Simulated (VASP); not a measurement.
A run of VASP 6.6.1 is set up as follows.

File INCAR:

```
SYSTEM = Si4BN3
PREC     = Accurate       ! precision mode
ENCUT    = 520            ! plane-wave cutoff, eV
EDIFF    = 1E-6           ! SCF threshold, eV
ISMEAR   = 0              ! smearing method
SIGMA    = 0.1            ! smearing width, eV
LREAL    = .FALSE.        ! projectors in reciprocal space
LASPH    = .TRUE.         ! aspherical terms in the spheres
NELM     = 150            ! most SCF steps
ALGO     = Normal         ! electronic algorithm
ISIF     = 2              ! what is computed and relaxed
LWAVE    = .FALSE.        ! write WAVECAR
LCHARG   = .FALSE.        ! write CHGCAR
ISPIN    = 2              ! spin polarisation
MAGMOM   = 0 0 0 0 0 1 1 1 ! initial moments
LORBIT   = 11             ! projections on sites
GGA      = PE             ! functional
NBANDS   = 31             ! bands
```

KPOINTS

```
Automatic mesh
0
G
  4 4 4
  0 0 0
```

Contents of POSCAR:

```
Si4BN3
1.0
    4.3717731237      0.0000000000      0.0000000000
    0.0000000000      4.3717731237      0.0000000000
    0.0000000000      0.0000000000      4.3717731237
Si B N
4 1 3
Direct
    0.7426367917      0.2573632083      0.7426367917
    0.7426367917      0.7426367917      0.2573632083
    0.2573632083      0.2573632083      0.2573632083
    0.2573632083      0.7426367917      0.7426367917
    0.0000000000      0.0000000000      0.0000000000
    0.5000000000      0.5000000000      0.0000000000
    0.5000000000      0.0000000000      0.5000000000
    0.0000000000      0.5000000000      0.5000000000
```

Potentials or basis: VASP PAW PBE potentials, release 64 (Si, B, N).

Run with:

```sh
$ cat potpaw_PBE.64/Si/POTCAR potpaw_PBE.64/B/POTCAR potpaw_PBE.64/N/POTCAR > POTCAR
$ mpirun -np 1 vasp_std > vasp.out
```

Q: Predict the net moment.

A: 0.14 μB per cell.

Q: What does it give for the largest force?

A: 0.023 eV/Å.

Forces in eV/Å, atoms in the order of the input:
```
Si  -0.013  0.013 -0.013
Si  -0.013 -0.013  0.013
Si   0.013  0.013  0.013
Si   0.013 -0.013 -0.013
B    0.000  0.000  0.000
N    0.000  0.000  0.000
N    0.000  0.000  0.000
N    0.000  0.000  0.000
```
